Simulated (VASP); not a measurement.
Runs of VASP 6.6.1 on Si. The structure is that of space group P3_221 (No. 154), or close to it. The cells are those of the table. 

```csv
task,cell,k mesh,cutoff (eV),gap on the mesh (eV),pressure (GPa),relaxed volume (Å³/atom),largest force (eV/Å)
relaxation of cell and atoms,"relaxed from a = 7.202, b = 7.202, c = 4.012 Å, angles 90.0, 90.0, 120.0°, 9 atoms",3 × 3 × 4,600,-,0.0,15.61,0.04
single point,"a = 6.599, b = 6.599, c = 3.727 Å, angles 90.0, 90.0, 120.0°, 9 atoms",3 × 3 × 4,520,none,(a),-,0.01
relaxation of cell and atoms,"relaxed from a = 6.599, b = 6.599, c = 3.727 Å, angles 90.0, 90.0, 120.0°, 9 atoms",3 × 3 × 6,600,-,-0.2,(b),0.04
single point,"a = 6.798, b = 6.798, c = 3.479 Å, angles 90.0, 90.0, 120.0°, 9 atoms",6 × 6 × 12,520,none,0.0,-,-
single point,"a = 6.808, b = 6.808, c = 3.471 Å, angles 90.0, 90.0, 120.0°, 9 atoms",3 × 3 × 6,520,none,0.0,-,0.02
relaxation of cell and atoms,"relaxed from a = 6.808, b = 6.808, c = 3.471 Å, angles 90.0, 90.0, 120.0°, 9 atoms",6 × 6 × 12,600,-,0.0,15.48,-
single point,"a = 7.202, b = 7.202, c = 4.012 Å, angles 90.0, 90.0, 120.0°, 9 atoms",3 × 3 × 4,520,none,(c),-,11.34
```

Alike in all rows: level PBE; potentials or basis VASP PAW PBE potentials, release 64 (Si); no spin polarisation; smearing gaussian 0.1 eV.

**Question.** Estimate the missing entries.

**Answer.** (a) -0.1; (b) 15.64; (c) 41.0.

Caveats: some runs use coarse meshes; the bands computed are all filled at some k points, so no gap is given (some runs); the volume moved by over 15 % at a fixed basis, so the end points are rough (some runs); forces of over 1 eV/Å act on the atoms, so gaps and moduli don't describe the material at rest (some runs).

A gap of «none» marks levels without a gap at the run's occupations.
